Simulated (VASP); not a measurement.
# CaHf4 (P6/mmm) in VASP: single point with PBE

Aim: the single point of CaHf4 with PBE.

Program: VASP 6.6.1. These are calculated values, not measurements. Logs are shortened: lines on timing, memory, paths and dates and some standing lists are left out, and cuts for length are marked.

## 1. The cell of the first run

Symmetry: P6/mmm, No. 191, hexagonal system. Conventional cell: a = 5.924 Å, b = 5.924 Å, c = 5.178 Å, α = 90.00°, β = 90.00°, γ = 120.00°. Within 3.4 Å of Ca (site symmetry 6/mmm) lie 8 Hf at 2.59 to 2.96 Å. Within 4.0 Å of Hf (site symmetry mmm) lie 8 Hf at 2.96 to 3.93 Å and 2 Ca at 2.96 Å. Within 3.4 Å of Hf (site symmetry 6/mmm) lie 2 Ca at 2.59 Å.

## 2. Single point, PBE

POSCAR

```
CaHf4
1.0
    5.9241179580      0.0000000000      0.0000000000
   -2.9620589790      5.1304366466      0.0000000000
    0.0000000000      0.0000000000      5.1784270355
Ca Hf
1 4
Direct
    0.0000000000      0.0000000000      0.5000000000
    0.5000000000      0.0000000000      0.5000000000
    0.0000000000      0.5000000000      0.5000000000
    0.5000000000      0.5000000000      0.5000000000
    0.0000000000      0.0000000000      0.0000000000
```

INCAR.step1

```
PREC     = Accurate       # precision mode
ENCUT    = 520            # plane-wave cutoff, eV
EDIFF    = 1E-6           # SCF threshold, eV
ISMEAR   = 0              # smearing method
SIGMA    = 0.1            # smearing width, eV
LREAL    = False          # projectors in reciprocal space
LASPH    = True           # aspherical terms in the spheres
NELM     = 80             # most SCF steps
ALGO     = Fast           # electronic algorithm
ISIF     = 2              # what is computed and relaxed
LWAVE    = False          # write WAVECAR
LCHARG   = True           # write CHGCAR
LMAXMIX  = 4              # l up to which the mixer works
GGA      = PE             # functional
NBANDS   = 33             # bands
```

KPOINTS.step1

```
regular mesh
0
Gamma
  6 6 8
```

INCAR.step2

```
PREC     = Accurate       # precision mode
ENCUT    = 520            # plane-wave cutoff, eV
EDIFF    = 1E-6           # SCF threshold, eV
ISMEAR   = -5             # smearing method
SIGMA    = 0.1            # smearing width, eV
LREAL    = False          # projectors in reciprocal space
LASPH    = True           # aspherical terms in the spheres
NELM     = 80             # most SCF steps
ALGO     = Fast           # electronic algorithm
ISIF     = 2              # what is computed and relaxed
LWAVE    = False          # write WAVECAR
LCHARG   = False          # write CHGCAR
LMAXMIX  = 4              # l up to which the mixer works
GGA      = PE             # functional
LORBIT   = 11             # projections on sites
NEDOS    = 1001           # points of the DOS
ICHARG   = 11             # starting density
```

KPOINTS.step2

```
regular mesh
0
Gamma
  9 9 12
```

Potentials or basis: VASP PAW PBE potentials, release 64 (Ca_sv, Hf_pv).

The run is started by

```sh
> cat potpaw_PBE.64/Ca_sv/POTCAR potpaw_PBE.64/Hf_pv/POTCAR > POTCAR
> cp INCAR.step1 INCAR
> cp KPOINTS.step1 KPOINTS
> mpirun -np 1 vasp_std > vasp.out
> cp INCAR.step2 INCAR
> cp KPOINTS.step2 KPOINTS
> mpirun -np 1 vasp_std > vasp.out
```

OUTCAR:

```text
PREC = Accurate
   ENCUT = 520
   EDIFF = 1E-6
   ISMEAR = -5
   LREAL = False
   LASPH = True
   NELM = 80
   ISIF = 2
   GGA = PE
   LORBIT = 11
   ICHARG = 11

 ion  position               nearest neighbor table
   1  0.000  0.000  0.500-   5 2.59   5 2.59   3 2.96   4 2.96   3 2.96   4 2.96   2 2.96   2 2.96

   2  0.500  0.000  0.500-   3 2.96   4 2.96   4 2.96   3 2.96   1 2.96   1 2.96
   3  0.000  0.500  0.500-   1 2.96   2 2.96   1 2.96   2 2.96   4 2.96   4 2.96
   4  0.500  0.500  0.500-   1 2.96   2 2.96   2 2.96   1 2.96   3 2.96   3 2.96
   5  0.000  0.000  0.000-   1 2.59   1 2.59

  LATTYP: Found a hexagonal cell.
 ALAT       =     5.9241179580
 C/A-ratio  =     0.8741262534

  Lattice vectors:

 A1 = (   5.9241179580,   0.0000000000,   0.0000000000)
 A2 = (  -2.9620589790,   5.1304366466,   0.0000000000)
 A3 = (   0.0000000000,   0.0000000000,   5.1784270355)

Analysis of symmetry for initial positions (statically):
=====================================================================
 Subroutine PRICEL returns:
 Original cell was already a primitive cell.

 Routine SETGRP: Setting up the symmetry group for a
 hexagonal supercell.

 Subroutine GETGRP returns: Found 24 space group operations
 (whereof 24 operations were pure point group operations)
 out of a pool of 24 trial point group operations.

The static configuration has the point symmetry D_6h.

Analysis of symmetry for dynamics (positions and initial velocities):
=====================================================================
 Subroutine PRICEL returns:
 Original cell was already a primitive cell.

 Routine SETGRP: Setting up the symmetry group for a
 hexagonal supercell.

 Subroutine GETGRP returns: Found 24 space group operations
 (whereof 24 operations were pure point group operations)
 out of a pool of 24 trial point group operations.

The dynamic configuration has the point symmetry D_6h.

 Subroutine INISYM returns: Found 24 space group operations
 (whereof 24 operations are pure point group operations),
 and found     1 'primitive' translations

----------------------------------------------------------------------------------------

                                     Primitive cell

  volume of cell :     157.3895

  direct lattice vectors                    reciprocal lattice vectors
     5.924117958  0.000000000  0.000000000     0.168801500  0.097457592  0.000000000
    -2.962058979  5.130436647  0.000000000     0.000000000  0.194915183  0.000000000
     0.000000000  0.000000000  5.178427036     0.000000000  0.000000000  0.193108833

  length of vectors
     5.924117958  5.924117958  5.178427036     0.194915183  0.194915183  0.193108833

  position of ions in fractional coordinates (direct lattice)
     0.000000000  0.000000000  0.500000000
     0.500000000  0.000000000  0.500000000
     0.000000000  0.500000000  0.500000000
     0.500000000  0.500000000  0.500000000
     0.000000000  0.000000000  0.000000000

  ion indices of the primitive-cell ions
   primitive index   ion index
                 1           1
                 2           2
                 3           3
                 4           4
                 5           5

----------------------------------------------------------------------------------------

 KPOINTS: regular mesh

Automatic generation of k-mesh.
 Grid dimensions read from file:
 generate k-points for:    9    9   12

 Generating k-lattice:

  Cartesian coordinates                     Fractional coordinates (reciprocal lattice)
     0.018755722  0.010828621  0.000000000     0.111111111  0.000000000  0.000000000
     0.000000000  0.021657243  0.000000000     0.000000000  0.111111111  0.000000000
     0.000000000  0.000000000  0.016092403     0.000000000  0.000000000  0.083333333

  Length of vectors
     0.021657243  0.021657243  0.016092403

  Shift w.r.t. Gamma in fractional coordinates (k-lattice)
     0.000000000  0.000000000  0.000000000

 TETIRR: Found    984 inequivalent tetrahedra from     5832

 Subroutine IBZKPT returns following result:
 ===========================================

 Found     84 irreducible k-points:

 Following reciprocal coordinates:
            Coordinates               Weight
  0.000000  0.000000  0.000000      1.000000
  0.111111  0.000000  0.000000      6.000000
  0.222222  0.000000  0.000000      6.000000
  0.333333  0.000000  0.000000      6.000000
  0.444444  0.000000  0.000000      6.000000
  0.111111  0.111111  0.000000      6.000000
[... 16 lines left out ...]
  0.333333  0.222222  0.083333     24.000000
  0.333333  0.333333  0.083333      4.000000
 [... further k-points ...]
   k-points           NKPTS =     84   k-points in BZ     NKDIM =     84   number of bands    NBANDS=     30
   number of dos      NEDOS =   1001   number of ions     NIONS =      5
   total plane-waves  NPLWV =  92160
   dimension x,y,z NGX =    48 NGY =   48 NGZ =   40
   dimension x,y,z NGXF=    96 NGYF=   96 NGZF=   80
   ions per type =               1   4
   NGX,Y,Z   is equivalent  to a cutoff of  13.47, 13.47, 12.84 a.u.
   NGXF,Y,Z  is equivalent  to a cutoff of  26.94, 26.94, 25.68 a.u.
 SYSTEM =  unknown system
   PREC   = accura    normal or accurate (medium, high low for compatibility)
   ISTART =      0    job   : 0-new  1-cont  2-samecut
   ICHARG =     11    charge: 1-file 2-atom 10-const
   ISPIN  =      1    spin polarized calculation?
   LNONCOLLINEAR =      F non collinear calculations
   LSORBIT =      F    spin-orbit coupling
   LASPH  =      T    aspherical Exc in radial PAW
   ENCUT  =  520.0 eV  38.22 Ry    6.18 a.u.  11.01 11.01  9.63*2*pi/ulx,y,z
   NELM   =     80;   NELMIN=  2; NELMDL=  0     # of ELM steps
   EDIFF  = 0.1E-05   stopping-criterion for ELM
   LREAL  =      F    real-space projection
   EDIFFG = 0.1E-04   stopping-criterion for IOM
   NSW    =      0    number of steps for IOM
   IBRION =     -1    ionic relax: 0-MD 1-quasi-New 2-CG
   NFREE  =      0    steps in history (QN), initial steepest desc. (CG)
   ISIF   =      2    stress and relaxation
   ISYM   =      2    0-nonsym 1-usesym 2-fastsym
   POTIM  = 0.5000    time-step for ionic-motion
   TEBEG  =    0.0;   TEEND  =   0.0 temperature during run
   PSTRESS=    0.0 pullay stress
   NELECT =      50.0000    total number of electrons
   NUPDOWN=      -1.0000    fix difference up-down
   EMIN   =  10.00;   EMAX   =-10.00  energy-range for DOS
   EFERMI =   0.00;   METHOD = LEGACY
   ISMEAR =    -5;   SIGMA  =   0.10  broadening in eV -4-tet -1-fermi 0-gaus
   EFERMI_NEDOS =   21; number of points for ismear=-14 and -15
   IALGO  =     68    algorithm
   IMIX   =      4    mixing-type and parameters
     AMIX     =   0.40;   BMIX     =  1.00
     AMIX_MAG =   1.60;   BMIX_MAG =  1.00
  volume/ion in A,a.u.               =      31.48       212.42
  Fermi-wavevector in a.u.,A,eV,Ry     =   1.117051  2.110920 16.977379  1.247802
  Thomas-Fermi vector in A             =   2.253670
   LORBIT       =     11    0 simple, 1 ext, 2 COOP (PROOUT), +10 PAW based schemes
   GGA     = PE    functional components
   LHFCALC =     F    Hartree Fock is set to
   AEXX    =    0.0000 exact exchange contribution
   IVDW    =     0    specifies the selected vdW correction
   LEPSILON=     F    determine dielectric tensor
   LRPA    =     F    only Hartree local field effects (RPA)
 non-spin polarized calculation
 RMM-DIIS sequential band-by-band and
 Fermi weights with tetrahedron method with Bloechl corrections
  energy-cutoff  :      520.00
  volume of cell :      157.39
 maximum number of plane-waves:      4266
 NGX is ok and might be reduce to    48

 number of electron      50.0000003 magnetization

 Free energy of the ion-electron system (eV)
  ---------------------------------------------------
  ext. energy  EPLUGINS =         0.00000000
  ---------------------------------------------------
  free energy    TOTEN  =       -32.37100134 eV

  energy without entropy =      -32.37100134  energy(sigma->0) =      -32.37100134

 E-fermi :   2.3140     XC(G=0):  -9.2697

 val. band max:        2.3591472277   @ k =   0.4444   0.0000   0.0000
 cond. band min:       2.2650512825   @ k =   0.4444   0.1111   0.0833
 fundamental gap:     -0.0940959453
 Fermi energy:         2.3140471181

 k-point     1 :       0.0000    0.0000    0.0000
  band No.  band energies     occupation
      1     -37.0885      2.00000
      2     -29.6058      2.00000
      3     -29.5804      2.00000
      4     -29.5804      2.00000
      5     -28.8897      2.00000
      6     -28.6878      2.00000
[... 22 lines left out ...]
     29       4.0441      0.00000
     30       4.0638      0.00000

 k-point     2 :       0.1111    0.0000    0.0000
  band No.  band energies     occupation
      1     -37.0889      2.00000
      2     -29.6057      2.00000
      3     -29.5803      2.00000
      4     -29.5803      2.00000
      5     -28.8679      2.00000
      6     -28.6817      2.00000
[... 22 lines left out ...]
     29       3.7015      0.00000
     30       3.8770      0.00000

 k-point     3 :       0.2222    0.0000    0.0000
  band No.  band energies     occupation
      1     -37.0899      2.00000
      2     -29.6055      2.00000
      3     -29.5802      2.00000
      4     -29.5800      2.00000
      5     -28.8121      2.00000
      6     -28.6576      2.00000
[... 682 lines left out ...]
     29       2.8352      0.00000
     30       2.9137      0.00000

 k-point    24 :       0.3333    0.3333    0.0833
  band No.  band energies     occupation
      1     -37.0940      2.00000
      2     -29.5980      2.00000
      3     -29.5797      2.00000
      4     -29.5797      2.00000
      5     -28.5746      2.00000
      6     -28.5683      2.00000
[... 22 lines left out ...]
     29       2.8379      0.00000
     30       2.8455      0.00000

 [... further k-points ...]

------------------------ aborting loop because EDIFF is reached ----------------------------------------

  FORCE on cell =-STRESS in cart. coord.  units (eV):
  Direction    XX          YY          ZZ          XY          YZ          ZX
  --------------------------------------------------------------------------------------
  -------------------------------------------------------------------------------------
  Total       -0.4629004     -0.4629004      0.3485855     -0.0000000      0.0000000      0.0000000
  in kB       -4.7121842     -4.7121842      3.5484937     -0.0000000      0.0000000      0.0000000
  external PRESSURE =      -1.9586249 kB  Pullay stress =       0.0000000 kB

 VOLUME and BASIS-vectors are now :
 -----------------------------------------------------------------------------
  energy-cutoff  :      520.00
  volume of cell :      157.39
      direct lattice vectors                 reciprocal lattice vectors
     5.924117958  0.000000000  0.000000000     0.168801500  0.097457592  0.000000000
    -2.962058979  5.130436647  0.000000000     0.000000000  0.194915183  0.000000000
     0.000000000  0.000000000  5.178427036     0.000000000  0.000000000  0.193108833

 POSITION                                       TOTAL-FORCE (eV/Angst)
 -----------------------------------------------------------------------------------
      0.00000      0.00000      2.58921        -0.000000      0.000000      0.000000
      2.96206      0.00000      2.58921         0.000000      0.000000      0.000000
     -1.48103      2.56522      2.58921         0.000000      0.000000      0.000000
      1.48103      2.56522      2.58921        -0.000000      0.000000      0.000000
      0.00000      0.00000      0.00000        -0.000000      0.000000      0.000000
 -----------------------------------------------------------------------------------
    total drift:                                0.000000     -0.000000     -0.000000

  FREE ENERGIE OF THE ION-ELECTRON SYSTEM (eV)
  ---------------------------------------------------
  free  energy   TOTEN  =       -32.3710013437 eV

  energy  without entropy=      -32.3710013437  energy(sigma->0) =      -32.37100134

 total charge

# of ion       s       p       d       tot
------------------------------------------
    1        2.133   5.832   0.674   8.638
    2        0.425   6.188   1.600   8.213
    3        0.425   6.188   1.600   8.213
    4        0.425   6.188   1.600   8.213
    5        0.395   6.147   1.381   7.923
--------------------------------------------------
tot          3.803  30.544   6.854  41.202
```

Wall time 11 min (1 thread of Intel Xeon 6975P-C (Granite Rapids), shared host); peak memory 0.51 GiB.

What came out:

| Quantity | Value |
| --- | --- |
| Valence electrons inside the program's atomic spheres | Ca 8.64; Hf 8.21, 7.92 (each value once) |

Caveat: spin-orbit coupling is left out, which moves the levels of the heavy elements; tetrahedron occupations give inexact forces and stress in metals.
